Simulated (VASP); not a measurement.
# Ti12C in VASP: notebook

The runs below take Ti12C through single point, relaxation of the atoms, with PBE.

Everything below comes from runs of VASP 6.6.1. Logs are shortened: lines on timing, memory, paths and dates and some standing lists are left out, and cuts for length are marked.

### 1 The cell of the first run

The cell holds a slab with vacuum, 13 atoms: a = 5.815 Å, b = 5.815 Å, c = 19.994 Å, α = 90.00°, β = 90.00°, γ = 120.00°.

### 2 Single point, PBE

INCAR reads:

```
PREC = Accurate
ENCUT = 520
EDIFF = 1E-7
ISMEAR = 0
SIGMA = 0.1
LREAL = F
LASPH = T
NELM = 80
ALGO = Normal
ISIF = 2
LWAVE = F
LCHARG = T
LDIPOL = T
IDIPOL = 3
DIPOL = 0.5 0.5 0.325
GGA = PE
LELF = T
LVHAR = T
LVACPOTAV = T
NBANDS = 86
```

KPOINTS reads:

```
Automatic mesh
0
Gamma
  6 6 1
```

POSCAR reads:

```
Ti12C
1.0
    5.8150893850      0.0000000000      0.0000000000
   -2.9075446925      5.0360151327      0.0000000000
    0.0000000000      0.0000000000     19.9935258504
Ti C
12 1
Direct
    0.3333333333      0.1666666667      0.2000647625
    0.3333333333      0.6666666667      0.2000647625
    0.8333333333      0.1666666667      0.2000647625
    0.8333333333      0.6666666667      0.2000647625
    0.1666666667      0.3333333333      0.3124429301
    0.1666666667      0.8333333333      0.3124429301
    0.6666666667      0.3333333333      0.3124429301
    0.6666666667      0.8333333333      0.3124429301
    0.0000000000      0.0000000000      0.4248138079
    0.0000000000      0.5000000000      0.4248138079
    0.5000000000      0.0000000000      0.4248138079
    0.5000000000      0.5000000000      0.4248138079
    0.3333333333      0.1666666667      0.4750060436
```

Potentials or basis: VASP PAW PBE potentials, release 64 (Ti_sv, C).

On the command line:

```console
> cat potpaw_PBE.64/Ti_sv/POTCAR potpaw_PBE.64/C/POTCAR > POTCAR
> mpirun -np 1 vasp_std > vasp.out
```

OUTCAR:

```text
PREC = Accurate
   ENCUT = 520
   EDIFF = 1E-7
   ISMEAR = 0
   LREAL = F
   LASPH = T
   NELM = 80
   ISIF = 2
   GGA = PE

 ion  position               nearest neighbor table
   1  0.333  0.167  0.200-   5 2.80   7 2.80   6 2.80   3 2.91   3 2.91   2 2.91   2 2.91   4 2.91
                             4 2.91
   2  0.333  0.667  0.200-   6 2.80   8 2.80   5 2.80   4 2.91   4 2.91   3 2.91   1 2.91   1 2.91
                             3 2.91
   3  0.833  0.167  0.200-   7 2.80   5 2.80   8 2.80   1 2.91   1 2.91   2 2.91   4 2.91   4 2.91
                             2 2.91
   4  0.833  0.667  0.200-   8 2.80   6 2.80   7 2.80   2 2.91   2 2.91   1 2.91   3 2.91   3 2.91
                             1 2.91
   5  0.167  0.333  0.312-  12 2.80   9 2.80  10 2.80   1 2.80   3 2.80   2 2.80   7 2.91   7 2.91
                             6 2.91   6 2.91   8 2.91   8 2.91
   6  0.167  0.833  0.312-  11 2.80  10 2.80   9 2.80   2 2.80   4 2.80   1 2.80   8 2.91   8 2.91
                             7 2.91   5 2.91   5 2.91   7 2.91
   7  0.667  0.333  0.312-  10 2.80  11 2.80  12 2.80   3 2.80   1 2.80   4 2.80   5 2.91   5 2.91
                             6 2.91   8 2.91   8 2.91   6 2.91
   8  0.667  0.833  0.312-   9 2.80  12 2.80  11 2.80   4 2.80   2 2.80   3 2.80   6 2.91   6 2.91
                             5 2.91   7 2.91   7 2.91   5 2.91
   9  0.000  0.000  0.425-  13 1.96   8 2.80   5 2.80   6 2.80  11 2.91  11 2.91  10 2.91  10 2.91
                            12 2.91  12 2.91
  10  0.000  0.500  0.425-   7 2.80   6 2.80   5 2.80  12 2.91  12 2.91   9 2.91   9 2.91  11 2.91
                            11 2.91
  11  0.500  0.000  0.425-  13 1.96   6 2.80   7 2.80   8 2.80   9 2.91   9 2.91  10 2.91  12 2.91
                            12 2.91  10 2.91
  12  0.500  0.500  0.425-  13 1.96   5 2.80   8 2.80   7 2.80  10 2.91  10 2.91   9 2.91  11 2.91
                            11 2.91   9 2.91
  13  0.333  0.167  0.475-   9 1.96  12 1.96  11 1.96

  LATTYP: Found a hexagonal cell.
 ALAT       =     5.8150893850
 C/A-ratio  =     3.4382147078

  Lattice vectors:

 A1 = (   5.8150893850,   0.0000000000,   0.0000000000)
 A2 = (  -2.9075446925,   5.0360151327,   0.0000000000)
 A3 = (   0.0000000000,   0.0000000000,  19.9935258504)

Analysis of symmetry for initial positions (statically):
=====================================================================
 Subroutine PRICEL returns:
 Original cell was already a primitive cell.

 Routine SETGRP: Setting up the symmetry group for a
 hexagonal supercell.

 Subroutine GETGRP returns: Found  6 space group operations
 (whereof  2 operations were pure point group operations)
 out of a pool of 24 trial point group operations.

The static configuration has the point symmetry C_1h.
 The point group associated with its full space group is C_3v.

Analysis of symmetry for dynamics (positions and initial velocities):
=====================================================================
 Subroutine PRICEL returns:
 Original cell was already a primitive cell.

 Routine SETGRP: Setting up the symmetry group for a
 hexagonal supercell.

 Subroutine GETGRP returns: Found  6 space group operations
 (whereof  2 operations were pure point group operations)
 out of a pool of 24 trial point group operations.

The dynamic configuration has the point symmetry C_1h.
 The point group associated with its full space group is C_3v.

 Subroutine INISYM returns: Found  6 space group operations
 (whereof  2 operations are pure point group operations),
 and found     1 'primitive' translations

----------------------------------------------------------------------------------------

                                     Primitive cell

  volume of cell :     585.5080

  direct lattice vectors                    reciprocal lattice vectors
     5.815089385  0.000000000  0.000000000     0.171966402  0.099284849  0.000000000
    -2.907544693  5.036015133  0.000000000     0.000000000  0.198569697  0.000000000
     0.000000000  0.000000000 19.993525850     0.000000000  0.000000000  0.050016191

  length of vectors
     5.815089385  5.815089385 19.993525850     0.198569697  0.198569697  0.050016191

  position of ions in fractional coordinates (direct lattice)
     0.333333333  0.166666667  0.200064762
     0.333333333  0.666666667  0.200064762
     0.833333333  0.166666667  0.200064762
     0.833333333  0.666666667  0.200064762
     0.166666667  0.333333333  0.312442930
     0.166666667  0.833333333  0.312442930
[... 44 lines left out ...]

 Subroutine IBZKPT returns following result:
 ===========================================

 Found      7 irreducible k-points:

 Following reciprocal coordinates:
            Coordinates               Weight
  0.000000  0.000000  0.000000      1.000000
  0.166667 -0.000000  0.000000      6.000000
  0.333333 -0.000000  0.000000      6.000000
  0.500000  0.000000  0.000000      3.000000
  0.166667  0.166667  0.000000      6.000000
  0.333333  0.166667  0.000000     12.000000
  0.333333  0.333333  0.000000      2.000000
   k-points           NKPTS =      7   k-points in BZ     NKDIM =      7   number of bands    NBANDS=     86
   number of dos      NEDOS =    301   number of ions     NIONS =     13
   total plane-waves  NPLWV = 345600
   dimension x,y,z NGX =    48 NGY =   48 NGZ =  150
   dimension x,y,z NGXF=    96 NGYF=   96 NGZF=  300
   ions per type =              12   1
   NGX,Y,Z   is equivalent  to a cutoff of  13.72, 13.72, 12.47 a.u.
   NGXF,Y,Z  is equivalent  to a cutoff of  27.45, 27.45, 24.94 a.u.
 SYSTEM =  unknown system
   PREC   = accura    normal or accurate (medium, high low for compatibility)
   ISTART =      0    job   : 0-new  1-cont  2-samecut
   ICHARG =      2    charge: 1-file 2-atom 10-const
   ISPIN  =      1    spin polarized calculation?
   LNONCOLLINEAR =      F non collinear calculations
   LSORBIT =      F    spin-orbit coupling
   LASPH  =      T    aspherical Exc in radial PAW
   ENCUT  =  520.0 eV  38.22 Ry    6.18 a.u.  10.81 10.81 37.17*2*pi/ulx,y,z
   NELM   =     80;   NELMIN=  2; NELMDL= -5     # of ELM steps
   EDIFF  = 0.1E-06   stopping-criterion for ELM
   LREAL  =      F    real-space projection
   EDIFFG = 0.1E-05   stopping-criterion for IOM
   NSW    =      0    number of steps for IOM
   IBRION =     -1    ionic relax: 0-MD 1-quasi-New 2-CG
   NFREE  =      0    steps in history (QN), initial steepest desc. (CG)
   ISIF   =      2    stress and relaxation
   ISYM   =      2    0-nonsym 1-usesym 2-fastsym
   POTIM  = 0.5000    time-step for ionic-motion
   TEBEG  =    0.0;   TEEND  =   0.0 temperature during run
   PSTRESS=    0.0 pullay stress
   NELECT =     148.0000    total number of electrons
   NUPDOWN=      -1.0000    fix difference up-down
   EMIN   =  10.00;   EMAX   =-10.00  energy-range for DOS
   EFERMI =   0.00;   METHOD = LEGACY
   ISMEAR =     0;   SIGMA  =   0.10  broadening in eV -4-tet -1-fermi 0-gaus
   EFERMI_NEDOS =   21; number of points for ismear=-14 and -15
   IALGO  =     38    algorithm
   IMIX   =      4    mixing-type and parameters
     AMIX     =   0.40;   BMIX     =  1.00
     AMIX_MAG =   1.60;   BMIX_MAG =  1.00
  volume/ion in A,a.u.               =      45.04       303.94
  Fermi-wavevector in a.u.,A,eV,Ry     =   1.035105  1.956065 14.577862  1.071443
  Thomas-Fermi vector in A             =   2.169432
   LORBIT       =      0    0 simple, 1 ext, 2 COOP (PROOUT), +10 PAW based schemes
   GGA     = PE    functional components
   LHFCALC =     F    Hartree Fock is set to
   AEXX    =    0.0000 exact exchange contribution
   IVDW    =     0    specifies the selected vdW correction
   LEPSILON=     F    determine dielectric tensor
   LRPA    =     F    only Hartree local field effects (RPA)
 non-spin polarized calculation
 Gauss-broadening in eV      SIGMA  =   0.10
  energy-cutoff  :      520.00
  volume of cell :      585.51
 maximum number of plane-waves:     15843
 NGX is ok and might be reduce to    48
   NGX = 21   NGY = 21   NGZ = 75

 dipolmoment           0.000000      0.000000     -0.845665 electrons x Angstroem

 number of electron     147.9999974 magnetization

 dipolmoment           0.000000      0.000000      0.066176 electrons x Angstroem

 Free energy of the ion-electron system (eV)
  ---------------------------------------------------
  ext. energy  EPLUGINS =         0.00000000
  ---------------------------------------------------
  free energy    TOTEN  =       -95.72657387 eV

  energy without entropy =      -95.60755557  energy(sigma->0) =      -95.66706472

 E-fermi :   0.0969     XC(G=0):  -5.1079

 val. band max:        0.0901942292   @ k =   0.3333  -0.0000   0.0000
 cond. band min:       0.1049460078   @ k =   0.1667   0.1667   0.0000
 fundamental gap:      0.0147517787
 Fermi energy:         0.0969258203

 k-point     1 :       0.0000    0.0000    0.0000
  band No.  band energies     occupation
      1     -56.7478      2.00000
      2     -56.7407      2.00000
      3     -56.6586      2.00000
      4     -56.6586      2.00000
      5     -56.6549      2.00000
      6     -56.4369      2.00000
[... 612 lines left out ...]
     85       1.2443      0.00000
     86       1.2526      0.00000

------------------------ aborting loop because EDIFF is reached ----------------------------------------

  FORCE on cell =-STRESS in cart. coord.  units (eV):
  Direction    XX          YY          ZZ          XY          YZ          ZX
  --------------------------------------------------------------------------------------
  -------------------------------------------------------------------------------------
  Total        1.7739036      1.7739036      2.2881285      0.0000000      0.0000000     -0.0000000
  in kB        4.8540897      4.8540897      6.2612086      0.0000000      0.0000000     -0.0000000
  external PRESSURE =       5.3231293 kB  Pullay stress =       0.0000000 kB

 VOLUME and BASIS-vectors are now :
 -----------------------------------------------------------------------------
  energy-cutoff  :      520.00
  volume of cell :      585.51
      direct lattice vectors                 reciprocal lattice vectors
     5.815089385  0.000000000  0.000000000     0.171966402  0.099284849  0.000000000
    -2.907544693  5.036015133  0.000000000     0.000000000  0.198569697  0.000000000
     0.000000000  0.000000000 19.993525850     0.000000000  0.000000000  0.050016191

 POSITION                                       TOTAL-FORCE (eV/Angst)
 -----------------------------------------------------------------------------------
      1.45377      0.83934      4.00000        -0.000000      0.000000      0.014144
     -0.00000      3.35734      4.00000        -0.043902     -0.025347      0.084085
      4.36132      0.83934      4.00000        -0.000000      0.050694      0.084085
      2.90754      3.35734      4.00000         0.043902     -0.025347      0.084085
      0.00000      1.67867      6.24684        -0.265249      0.153142     -0.268903
     -1.45377      4.19668      6.24684        -0.000000     -0.306283     -0.268903
      2.90754      1.67867      6.24684         0.265249      0.153142     -0.268903
      1.45377      4.19668      6.24684        -0.000000      0.000000     -0.753804
      0.00000      0.00000      8.49353         0.037933      0.021901      0.347700
     -1.45377      2.51801      8.49353        -0.000000      0.000000      0.193427
      2.90754      0.00000      8.49353        -0.037933      0.021901      0.347700
      1.45377      2.51801      8.49353        -0.000000     -0.043801      0.347700
      1.45377      0.83934      9.49705        -0.000000      0.000000      0.057588
 -----------------------------------------------------------------------------------
    total drift:                               -0.000007      0.000004     -0.000076

  FREE ENERGIE OF THE ION-ELECTRON SYSTEM (eV)
  ---------------------------------------------------
  free  energy   TOTEN  =       -95.7265738685 eV

  energy  without entropy=      -95.6075555723  energy(sigma->0) =      -95.66706472

 vacuum level on the upper side and lower side of the slab         5.084         4.675
```

Run time: 30 min. Hardware: 1 thread of AMD EPYC 7R43 (Zen 3), shared host; peak memory 0.77 GiB.

What came out:

| Property | Result |
| --- | --- |
| Free energy | -95.7266 eV |
| Largest force | 0.754 eV/Å |
| Band gap on the k mesh | zero (bands 74 and 75 overlap by 0.78 eV) |

Forces in eV/Å, atoms in the order of the input:
```
Ti   0.000  0.000  0.014
Ti  -0.044 -0.025  0.084
Ti   0.000  0.051  0.084
Ti   0.044 -0.025  0.084
Ti  -0.265  0.153 -0.269
Ti   0.000 -0.306 -0.269
Ti   0.265  0.153 -0.269
Ti   0.000  0.000 -0.754
Ti   0.038  0.022  0.348
Ti   0.000  0.000  0.193
Ti  -0.038  0.022  0.348
Ti   0.000 -0.044  0.348
C    0.000  0.000  0.058
```

### 3 Relaxation of the atoms, PBE

INCAR reads:

```
SYSTEM = Ti12C
ALGO     = Normal         ! electronic algorithm
DIPOL    = 0.5 0.5 0.326
EDIFF    = 1E-7           ! SCF threshold, eV
EDIFFG   = -0.025         ! ionic threshold
ENCUT    = 520            ! plane-wave cutoff, eV
GGA      = PE             ! functional
GGA_COMPAT= .FALSE.      
IBRION   = 2              ! ionic algorithm
IDIPOL   = 3            
ISIF     = 2              ! what is computed and relaxed
ISMEAR   = 0              ! smearing method
KPAR     = 4            
LASPH    = .TRUE.         ! aspherical terms in the spheres
LCHARG   = .FALSE.        ! write CHGCAR
LDIPOL   = .TRUE.       
LREAL    = .FALSE.        ! projectors in reciprocal space
LWAVE    = .FALSE.        ! write WAVECAR
NELM     = 120            ! most SCF steps
NELMDL   = -8           
NELMIN   = 4            
NSW      = 36             ! ionic steps
PREC     = Accurate       ! precision mode
SIGMA    = 0.1            ! smearing width, eV
```

KPOINTS reads:

```
k-points
0
G
  6 6 1
  0 0 0
```

POSCAR reads:

```
Ti12C
1.0
    5.8150893850      0.0000000000      0.0000000000
   -2.9075446925      5.0360151327      0.0000000000
    0.0000000000      0.0000000000     19.9935258504
Ti C
12 1
Selective dynamics
Direct
    0.3333333333      0.1666666667      0.2000647625  F F F
    0.3333333333      0.6666666667      0.2000647625  F F F
    0.8333333333      0.1666666667      0.2000647625  F F F
    0.8333333333      0.6666666667      0.2000647625  F F F
    0.1666666667      0.3333333333      0.3124429301  F F F
    0.1666666667      0.8333333333      0.3124429301  F F F
    0.6666666667      0.3333333333      0.3124429301  F F F
    0.6666666667      0.8333333333      0.3124429301  F F F
    0.0000000000      0.0000000000      0.4248138079  F F F
    0.0000000000      0.5000000000      0.4248138079  F F F
    0.5000000000      0.0000000000      0.4248138079  F F F
    0.5000000000      0.5000000000      0.4248138079  F F F
    0.1666666667      0.3333333333      0.4828325890  F F T
```

Potentials or basis: VASP PAW PBE potentials, release 64 (Ti_sv, C).

On the command line:

```console
> cat potpaw_PBE.64/Ti_sv/POTCAR potpaw_PBE.64/C/POTCAR > POTCAR
> mpirun -np 4 vasp_std > vasp.out
```

Run time: 23 min. Hardware: 4 MPI ranks of Intel Xeon Platinum 8259CL at 2.50GHz (Skylake/Cascade Lake), shared host; peak memory 0.96 GiB.

The run converged. Its results:

- Free energy: -95.7383 eV
- Energy gained by relaxing: 9.6 meV/atom
- Ionic steps: 3
- Band gap on the k mesh: zero (bands 74 and 75 overlap by 0.71 eV)

Step by step:
```
step  energy change (eV)  largest force on free atoms (eV/Å)  pressure (GPa)
   1              0.0000                              1.5992            0.10
   2             -0.0935                              0.8140            0.39
   3             -0.1246                              0.0174            0.69
```

Final structure:
```
Ti C
1.0
     5.81509    0.00000    0.00000
    -2.90754    5.03602    0.00000
     0.00000    0.00000   19.99353
Ti C
12 1
Cartesian
  1.4538 0.8393 4.0000
  0.0000 3.3573 4.0000
  4.3613 0.8393 4.0000
  2.9075 3.3573 4.0000
  0.0000 1.6787 6.2468
  -1.4538 4.1967 6.2468
  2.9075 1.6787 6.2468
  1.4538 4.1967 6.2468
  0.0000 0.0000 8.4935
  -1.4538 2.5180 8.4935
  2.9075 0.0000 8.4935
  1.4538 2.5180 8.4935
  0.0000 1.6787 9.5019
```

Levels at points of the mesh, in eV from the Fermi level:
| k point | band 72 | band 73 | band 74 | band 75 | band 76 | band 77 |
| --- | --- | --- | --- | --- | --- | --- |
| (0.00, 0.00, 0.00) | 0.43 | 0.43 | 0.46 | 0.60 | 0.60 | 0.67 |
| (0.50, 0.00, 0.00) | -0.37 | -0.35 | -0.19 | -0.06 | -0.06 | -0.03 |
